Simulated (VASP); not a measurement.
Runs of VASP 6.6.1 on MnZn. Symmetry: Pm-3m, No. 221, cubic system. Conventional cell: a = 3.070 Å, b = 3.070 Å, c = 3.070 Å, α = 90.00°, β = 90.00°, γ = 90.00°. Mn (site symmetry m-3m) has 8 Zn at 2.66 Å and 6 Mn at 3.07 Å within 3.5 Å. Zn (site symmetry m-3m) has 8 Mn at 2.66 Å and 6 Zn at 3.07 Å within 3.5 Å. 

```tsv
spin	fixed moment (μB)	pressure (GPa)	moment (μB)
collinear, ferromagnetic start	0.8	-27.3	0.80
collinear, ferromagnetic start	4.0	-7.3	4.00
collinear, zero start	0.0	-28.2	0.00
collinear, ferromagnetic start	2.4	(b)	2.40
collinear, ferromagnetic start	4.8	2.3	4.80
collinear, ferromagnetic start	3.2	(a)	3.20
collinear, ferromagnetic start	1.6	-25.3	1.60
```

Alike in all rows: task single point; level LDA; potentials or basis VASP PAW LDA potentials, release 64 (Mn_pv, Zn); cell as given; k mesh 7 × 7 × 7; cutoff (eV) 520; smearing gaussian 0.1 eV.

Question: Fill in the values left out.

Answer: (a) -15.5; (b) -21.7.

Caveats: the total moment is fixed, so each spin has its own Fermi level; the cell stands under tension (at least some runs).
